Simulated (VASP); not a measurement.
## SnO2: single point with PBE+D3(BJ)

The system is SnO2.

```
Sn O
1.0
     3.23734    1.86908    4.29084
    -3.23734    1.86908    4.29084
     0.00000   -3.73816    4.29084
Sn O
4 8
Cartesian
  0.0059 0.0034 11.1319
  0.0058 -1.8657 6.8412
  -1.6128 0.9379 6.8412
  1.6245 0.9379 6.8412
  -1.5805 -0.9125 5.8508
  1.6567 -0.9125 5.8506
  0.0381 1.8910 5.8506
  -0.0813 -0.0469 7.8317
  0.0381 0.0220 1.5600
  -0.0814 -1.9160 3.5407
  -1.7001 0.8875 3.5407
  1.5374 0.8876 3.5408
```

This cell differs from its parent crystal: atoms displaced along several vibrational modes.

| Item | Value |
| --- | --- |
| Program | VASP 6.6.1 |
| Task | single point |
| Functional | PBE |
| Dispersion | D3(BJ) |
| Potentials or basis | VASP PAW PBE potentials, release 64 (Sn_d, O) |
| Cutoff | 520 eV |
| k mesh | 6 × 6 × 6 |
| Occupations | gaussian, width 0.05 eV |
| Spin | no spin polarisation |

```
Pressure                   : 1.4 GPa
Largest force              : 0.987 eV/Å
Band gap on the k mesh     : 1.54 eV
Dispersion energy per atom : -0.201 eV
```

Forces in eV/Å, atoms in the order of the input:
```
Sn  -0.302 -0.174 -0.096
Sn  -0.297 -0.174 -0.095
Sn  -0.300 -0.170 -0.095
Sn  -0.301 -0.174 -0.098
O   -0.535 -0.309 -0.116
O   -0.534 -0.308 -0.114
O   -0.534 -0.308 -0.114
O    0.833  0.481  0.210
O   -0.534 -0.308 -0.116
O    0.836  0.480  0.211
O    0.834  0.483  0.211
O    0.834  0.482  0.210
```

Stress tensor (GPa, compression positive):
```
 1.13 -0.62  5.08
-0.62  1.84  2.93
 5.08  2.93  1.16
```

Levels at points of the mesh, in eV from the valence-band top:
| k point | band 50 | band 51 | band 52 | band 53 | band 54 | band 55 |
| --- | --- | --- | --- | --- | --- | --- |
| (0.00, 0.00, 0.00) | -0.05 | -0.02 | 0.00 | 1.54 | 4.55 | 4.93 |
| (0.50, 0.00, 0.00) | -0.44 | -0.05 | -0.05 | 3.92 | 3.92 | 5.63 |
| (0.00, 0.50, 0.00) | -0.34 | -0.07 | -0.07 | 4.12 | 4.12 | 5.51 |
| (0.50, 0.50, 0.00) | -0.59 | -0.18 | -0.18 | 4.51 | 4.51 | 5.49 |
| (0.00, 0.50, 0.50) | -0.55 | -0.10 | -0.10 | 4.34 | 4.35 | 5.67 |
| (0.50, 0.50, 0.50) | -1.00 | -0.79 | -0.79 | 3.46 | 4.99 | 5.44 |

Wall time 8.5 min on 1 thread of Intel(R) Xeon(R) Platinum 8488C (Sapphire Rapids), on a shared host, peak memory 0.57 GiB.

Caveat: the cell differs from its parent crystal (atoms displaced along several vibrational modes); spin-orbit coupling is left out, which moves the levels of the heavy elements.
